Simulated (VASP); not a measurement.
# AlN (P6_3mc) in VASP: a series of runs

The runs below take AlN through single point, with LDA.

All numbers are computed with VASP 6.6.1; they aren't measurements. Logs are shortened: lines on timing, memory, paths and dates and some standing lists are left out, and cuts for length are marked.

### Step 1. The cell of the first run

The structure is hexagonal, space group P6_3mc (No. 186). Conventional cell: a = 3.204 Å, b = 3.204 Å, c = 5.127 Å, α = 90.00°, β = 90.00°, γ = 120.00°. Al (site symmetry 3m) has 4 N at 1.94 to 1.97 Å within 2.6 Å. Within 2.6 Å of N (site symmetry 3m) lie 4 Al at 1.94 to 1.97 Å.

### Step 2. Single point, LDA (strain +0.030 along x and y, +0.030 along z)

INCAR reads:

```
PREC = Accurate
ENCUT = 520
EDIFF = 1E-6
ISMEAR = 0
SIGMA = 0.05
LREAL = F
LASPH = T
NELM = 60
ALGO = Normal
ISIF = 2
LWAVE = F
LCHARG = F
GGA = CA
NBANDS = 16
```

KPOINTS reads:

```
regular mesh
0
Gamma
  9 9 6
```

POSCAR reads:

```
AlN
1.0
    3.2043322161      0.0000000000      0.0000000000
   -1.6021661081      2.7750331013      0.0000000000
    0.0000000000      0.0000000000      5.1273400000
Al N
2 2
Direct
    0.3333333333      0.6666666667      0.0000000000
    0.6666666667      0.3333333333      0.5000000000
    0.3333333333      0.6666666667      0.3850000000
    0.6666666667      0.3333333333      0.8850000000
```

Potentials or basis: VASP PAW LDA potentials, release 64 (Al, N).

Launch:

```
$ cat potpaw_LDA.64/Al/POTCAR potpaw_LDA.64/N/POTCAR > POTCAR
$ mpirun -np 1 vasp_std > vasp.out
```

OUTCAR:

```text
PREC = Accurate
   ENCUT = 520
   EDIFF = 1E-6
   ISMEAR = 0
   LREAL = F
   LASPH = T
   NELM = 60
   ISIF = 2
   GGA = CA

 ion  position               nearest neighbor table
   1  0.333  0.667  0.000-   4 1.94   4 1.94   4 1.94   3 1.97   2 3.16   2 3.16   2 3.16   2 3.16
                             2 3.16   2 3.16
   2  0.667  0.333  0.500-   3 1.94   3 1.94   3 1.94   4 1.97   1 3.16   1 3.16   1 3.16   1 3.16
                             1 3.16   1 3.16
   3  0.333  0.667  0.385-   2 1.94   2 1.94   2 1.94   1 1.97
   4  0.667  0.333  0.885-   1 1.94   1 1.94   1 1.94   2 1.97

  LATTYP: Found a hexagonal cell.
 ALAT       =     3.2043322161
 C/A-ratio  =     1.6001274694

  Lattice vectors:

 A1 = (   3.2043322161,   0.0000000000,   0.0000000000)
 A2 = (  -1.6021661081,   2.7750331013,   0.0000000000)
 A3 = (   0.0000000000,   0.0000000000,   5.1273400000)

Analysis of symmetry for initial positions (statically):
=====================================================================
 Subroutine PRICEL returns:
 Original cell was already a primitive cell.

 Routine SETGRP: Setting up the symmetry group for a
 hexagonal supercell.

 Subroutine GETGRP returns: Found 12 space group operations
 (whereof  6 operations were pure point group operations)
 out of a pool of 24 trial point group operations.

The static configuration has the point symmetry C_3v.
 The point group associated with its full space group is C_6v.

Analysis of symmetry for dynamics (positions and initial velocities):
=====================================================================
 Subroutine PRICEL returns:
 Original cell was already a primitive cell.

 Routine SETGRP: Setting up the symmetry group for a
 hexagonal supercell.

 Subroutine GETGRP returns: Found 12 space group operations
 (whereof  6 operations were pure point group operations)
 out of a pool of 24 trial point group operations.

The dynamic configuration has the point symmetry C_3v.
 The point group associated with its full space group is C_6v.

 Subroutine INISYM returns: Found 12 space group operations
 (whereof  6 operations are pure point group operations),
 and found     1 'primitive' translations

----------------------------------------------------------------------------------------

                                     Primitive cell

  volume of cell :      45.5930

  direct lattice vectors                    reciprocal lattice vectors
     3.204332216  0.000000000  0.000000000     0.312077504  0.180178031  0.000000000
    -1.602166108  2.775033101  0.000000000     0.000000000  0.360356062  0.000000000
     0.000000000  0.000000000  5.127340000     0.000000000  0.000000000  0.195032902

  length of vectors
     3.204332216  3.204332216  5.127340000     0.360356062  0.360356062  0.195032902

  position of ions in fractional coordinates (direct lattice)
     0.333333333  0.666666667  0.000000000
     0.666666667  0.333333333  0.500000000
     0.333333333  0.666666667  0.385000000
     0.666666667  0.333333333  0.885000000

  ion indices of the primitive-cell ions
   primitive index   ion index
                 1           1
                 2           2
                 3           3
                 4           4

----------------------------------------------------------------------------------------

 KPOINTS: regular mesh

Automatic generation of k-mesh.
 Grid dimensions read from file:
 generate k-points for:    9    9    6

 Generating k-lattice:

  Cartesian coordinates                     Fractional coordinates (reciprocal lattice)
     0.034675278  0.020019781  0.000000000     0.111111111 -0.000000000  0.000000000
     0.000000000  0.040039562  0.000000000     0.000000000  0.111111111  0.000000000
     0.000000000  0.000000000  0.032505484     0.000000000  0.000000000  0.166666667

  Length of vectors
     0.040039562  0.040039562  0.032505484

  Shift w.r.t. Gamma in fractional coordinates (k-lattice)
     0.000000000  0.000000000  0.000000000

 Subroutine IBZKPT returns following result:
 ===========================================

 Found     48 irreducible k-points:

 Following reciprocal coordinates:
            Coordinates               Weight
  0.000000  0.000000  0.000000      1.000000
  0.111111 -0.000000  0.000000      6.000000
  0.222222  0.000000  0.000000      6.000000
  0.333333 -0.000000  0.000000      6.000000
  0.444444  0.000000  0.000000      6.000000
  0.111111  0.111111  0.000000      6.000000
[... 16 lines left out ...]
  0.333333  0.222222  0.166667     24.000000
  0.333333  0.333333  0.166667      4.000000
 [... further k-points ...]
   k-points           NKPTS =     48   k-points in BZ     NKDIM =     48   number of bands    NBANDS=     16
   number of dos      NEDOS =    301   number of ions     NIONS =      4
   total plane-waves  NPLWV =  23040
   dimension x,y,z NGX =    24 NGY =   24 NGZ =   40
   dimension x,y,z NGXF=    48 NGYF=   48 NGZF=   80
   ions per type =               2   2
   NGX,Y,Z   is equivalent  to a cutoff of  12.45, 12.45, 12.97 a.u.
   NGXF,Y,Z  is equivalent  to a cutoff of  24.90, 24.90, 25.94 a.u.
 SYSTEM =  unknown system
   PREC   = accura    normal or accurate (medium, high low for compatibility)
   ISTART =      0    job   : 0-new  1-cont  2-samecut
   ICHARG =      2    charge: 1-file 2-atom 10-const
   ISPIN  =      1    spin polarized calculation?
   LNONCOLLINEAR =      F non collinear calculations
   LSORBIT =      F    spin-orbit coupling
   LASPH  =      T    aspherical Exc in radial PAW
   ENCUT  =  520.0 eV  38.22 Ry    6.18 a.u.   5.96  5.96  9.53*2*pi/ulx,y,z
   NELM   =     60;   NELMIN=  2; NELMDL= -5     # of ELM steps
   EDIFF  = 0.1E-05   stopping-criterion for ELM
   LREAL  =      F    real-space projection
   EDIFFG = 0.1E-04   stopping-criterion for IOM
   NSW    =      0    number of steps for IOM
   IBRION =     -1    ionic relax: 0-MD 1-quasi-New 2-CG
   NFREE  =      0    steps in history (QN), initial steepest desc. (CG)
   ISIF   =      2    stress and relaxation
   ISYM   =      2    0-nonsym 1-usesym 2-fastsym
   POTIM  = 0.5000    time-step for ionic-motion
   TEBEG  =    0.0;   TEEND  =   0.0 temperature during run
   PSTRESS=    0.0 pullay stress
   NELECT =      16.0000    total number of electrons
   NUPDOWN=      -1.0000    fix difference up-down
   EMIN   =  10.00;   EMAX   =-10.00  energy-range for DOS
   EFERMI =   0.00;   METHOD = LEGACY
   ISMEAR =     0;   SIGMA  =   0.05  broadening in eV -4-tet -1-fermi 0-gaus
   EFERMI_NEDOS =   21; number of points for ismear=-14 and -15
   IALGO  =     38    algorithm
   IMIX   =      4    mixing-type and parameters
     AMIX     =   0.40;   BMIX     =  1.00
     AMIX_MAG =   1.60;   BMIX_MAG =  1.00
  volume/ion in A,a.u.               =      11.40        76.92
  Fermi-wavevector in a.u.,A,eV,Ry     =   1.154735  2.182132 18.142175  1.333412
  Thomas-Fermi vector in A             =   2.291369
   LORBIT       =      0    0 simple, 1 ext, 2 COOP (PROOUT), +10 PAW based schemes
   GGA     = CA    functional components
   LHFCALC =     F    Hartree Fock is set to
   AEXX    =    0.0000 exact exchange contribution
   IVDW    =     0    specifies the selected vdW correction
   LEPSILON=     F    determine dielectric tensor
   LRPA    =     F    only Hartree local field effects (RPA)
 non-spin polarized calculation
 Gauss-broadening in eV      SIGMA  =   0.05
  energy-cutoff  :      520.00
  volume of cell :       45.59
 maximum number of plane-waves:      1242
 NGX is ok and might be reduce to    24
   NGX = 11   NGY = 11   NGZ = 19

 number of electron      16.0000000 magnetization

 Free energy of the ion-electron system (eV)
  ---------------------------------------------------
  ext. energy  EPLUGINS =         0.00000000
  ---------------------------------------------------
  free energy    TOTEN  =       -32.55032067 eV

  energy without entropy =      -32.55032067  energy(sigma->0) =      -32.55032067

 E-fermi :   5.4050     XC(G=0): -10.8696

 val. band max:        5.1296112673   @ k =   0.0000   0.0000   0.0000
 cond. band min:       8.5530892452   @ k =   0.0000   0.0000   0.0000
 fundamental gap:      3.4234779779
 Fermi energy:         5.4049636112

 k-point     1 :       0.0000    0.0000    0.0000
  band No.  band energies     occupation
      1      -9.4410      2.00000
      2      -7.4861      2.00000
      3      -0.5633      2.00000
      4       4.2225      2.00000
      5       4.2225      2.00000
      6       4.8564      2.00000
[... 8 lines left out ...]
     15      17.1557      0.00000
     16      17.1557      0.00000

 k-point     2 :       0.1111   -0.0000    0.0000
  band No.  band energies     occupation
      1      -9.2966      2.00000
      2      -7.4054      2.00000
      3      -0.3888      2.00000
      4       3.5457      2.00000
      5       4.0388      2.00000
      6       4.1753      2.00000
[... 8 lines left out ...]
     15      17.0769      0.00000
     16      17.2796      0.00000

 k-point     3 :       0.2222    0.0000    0.0000
  band No.  band energies     occupation
      1      -8.8880      2.00000
      2      -7.2037      2.00000
      3       0.1164      2.00000
      4       2.1239      2.00000
      5       2.9630      2.00000
      6       3.6568      2.00000
[... 8 lines left out ...]
     15      16.3447      0.00000
     16      17.2082      0.00000

 k-point     4 :       0.3333   -0.0000    0.0000
  band No.  band energies     occupation
      1      -8.3019      2.00000
      2      -7.0090      2.00000
      3       0.7253      2.00000
      4       0.9458      2.00000
      5       1.8518      2.00000
      6       3.2993      2.00000
[... 8 lines left out ...]
     15      16.1758      0.00000
     16      18.3819      0.00000

 k-point     5 :       0.4444    0.0000    0.0000
  band No.  band energies     occupation
      1      -7.7524      2.00000
      2      -6.9864      2.00000
      3      -0.0165      2.00000
      4       1.1417      2.00000
      5       1.7485      2.00000
      6       3.0933      2.00000
[... 8 lines left out ...]
     15      16.9210      0.00000
     16      18.9071      0.00000

 k-point     6 :       0.1111    0.1111    0.0000
  band No.  band energies     occupation
      1      -9.0197      2.00000
      2      -7.2636      2.00000
      3      -0.0484      2.00000
      4       2.7466      2.00000
      5       2.9656      2.00000
      6       3.9460      2.00000
[... 8 lines left out ...]
     15      16.5118      0.00000
     16      17.5200      0.00000
[... 267 lines left out ...]
 k-point    21 :       0.4444    0.1111    0.1667
  band No.  band energies     occupation
      1      -7.5353      2.00000
      2      -7.0349      2.00000
      3      -0.1252      2.00000
      4       0.8054      2.00000
      5       2.2159      2.00000
      6       2.8572      2.00000
[... 8 lines left out ...]
     15      16.9071      0.00000
     16      18.8492      0.00000

 k-point    22 :       0.2222    0.2222    0.1667
  band No.  band energies     occupation
      1      -7.9305      2.00000
      2      -7.0207      2.00000
      3       0.6763      2.00000
      4       0.9246      2.00000
      5       2.1481      2.00000
      6       2.5021      2.00000
[... 8 lines left out ...]
     15      16.3344      0.00000
     16      18.9092      0.00000

 k-point    23 :       0.3333    0.2222    0.1667
  band No.  band energies     occupation
      1      -7.4603      2.00000
      2      -7.0115      2.00000
      3       0.3234      2.00000
      4       0.9173      2.00000
      5       1.7186      2.00000
      6       2.7191      2.00000
[... 8 lines left out ...]
     15      16.9574      0.00000
     16      18.6541      0.00000

 k-point    24 :       0.3333    0.3333    0.1667
  band No.  band energies     occupation
      1      -7.1508      2.00000
      2      -7.1508      2.00000
      3       0.6759      2.00000
      4       1.0181      2.00000
      5       1.0181      2.00000
      6       2.5480      2.00000
[... 8 lines left out ...]
     15      17.3509      0.00000
     16      18.7971      0.00000

 [... further k-points ...]
[... 5 lines left out ...]
  --------------------------------------------------------------------------------------
  -------------------------------------------------------------------------------------
  Total       -5.2775031     -5.2775031     -5.1853093      0.0000000      0.0000000     -0.0000000
  in kB     -185.4561583   -185.4561583   -182.2163859      0.0000000      0.0000000     -0.0000000
  external PRESSURE =    -184.3762342 kB  Pullay stress =       0.0000000 kB

 VOLUME and BASIS-vectors are now :
 -----------------------------------------------------------------------------
  energy-cutoff  :      520.00
  volume of cell :       45.59
      direct lattice vectors                 reciprocal lattice vectors
     3.204332216  0.000000000  0.000000000     0.312077504  0.180178031  0.000000000
    -1.602166108  2.775033101  0.000000000     0.000000000  0.360356062  0.000000000
     0.000000000  0.000000000  5.127340000     0.000000000  0.000000000  0.195032902

 POSITION                                       TOTAL-FORCE (eV/Angst)
 -----------------------------------------------------------------------------------
     -0.00000      1.85002      0.00000         0.000000      0.000000      0.179703
      1.60217      0.92501      2.56367         0.000000      0.000000      0.179703
     -0.00000      1.85002      1.97403        -0.000000      0.000000     -0.179703
      1.60217      0.92501      4.53770         0.000000      0.000000     -0.179703
 -----------------------------------------------------------------------------------
    total drift:                               -0.000000     -0.000000     -0.001142

  FREE ENERGIE OF THE ION-ELECTRON SYSTEM (eV)
  ---------------------------------------------------
  free  energy   TOTEN  =       -32.5503206747 eV

  energy  without entropy=      -32.5503206747  energy(sigma->0) =      -32.55032067
```

It took 33 s on 1 thread of AMD EPYC 7R13, shared host; peak memory 0.12 GiB.

What came out:

| Property | Result |
| --- | --- |
| Free energy | -32.5503 eV |
| Pressure | -18.4 GPa |
| Largest force | 0.180 eV/Å |
| Band gap on the k mesh | 3.42 eV, direct |

Forces on the atoms (eV/Å):
```
Al   0.000  0.000  0.180
Al   0.000  0.000  0.180
N    0.000  0.000 -0.180
N    0.000  0.000 -0.180
```

Stress tensor (GPa, compression positive):
```
-18.55   0.00   0.00
  0.00 -18.55   0.00
  0.00   0.00 -18.22
```

Caveat: the cell differs from its parent crystal (strain +0.030 along x and y, +0.030 along z).

### Step 3. Single point, LDA (strain +0.030 along x and y, +0.015 along z)

INCAR reads:

```
  PREC = Accurate
  ENCUT = 520
  EDIFF = 1E-6
  ISMEAR = 0
  SIGMA = 0.05
  LREAL = F
  LASPH = T
  NELM = 60
  ALGO = Normal
  ISIF = 2
  LWAVE = F
  LCHARG = F
  GGA = CA
  NBANDS = 16
```

KPOINTS reads:

```
Automatic mesh
0
Gamma
  9 9 6
```

POSCAR, as its differences from that of step 2:

```diff
@@ -4,3 +4,3 @@
    -1.6021661081      2.7750331013      0.0000000000
-    0.0000000000      0.0000000000      5.1273400000
+    0.0000000000      0.0000000000      5.0526700000
 Al N
```

Potentials or basis: VASP PAW LDA potentials, release 64 (Al, N).

Launch:

```
$ cat potpaw_LDA.64/Al/POTCAR potpaw_LDA.64/N/POTCAR > POTCAR
$ mpirun -np 1 vasp_std > vasp.out
```

Wall time 34 s (1 thread of AMD EPYC 7R13, shared host); peak memory 0.12 GiB.

Results (log left out):

```
Free energy            : -32.6157 eV
Pressure               : -16.5 GPa
Largest force          : 0.077 eV/Å
Band gap on the k mesh : 3.51 eV, direct
```

Forces in eV/Å, atoms in the order of the input:
```
Al   0.000  0.000  0.077
Al   0.000  0.000  0.077
N    0.000  0.000 -0.077
N    0.000  0.000 -0.077
```

Stress tensor (GPa, compression positive):
```
-18.05   0.00   0.00
  0.00 -18.05   0.00
  0.00   0.00 -13.48
```

Levels at points of the mesh, in eV from the valence-band top:
```csv
k point,band 6,band 7,band 8,band 9,band 10,band 11
"(0.00, 0.00, 0.00)",-0.33,-0.33,0.00,3.51,5.70,9.92
"(0.00, 0.00, 0.50)",-0.68,-0.68,-0.68,5.67,5.67,9.53
```

Caveat: the cell differs from its parent crystal (strain +0.030 along x and y, +0.015 along z).

[end of part 1 of 2]
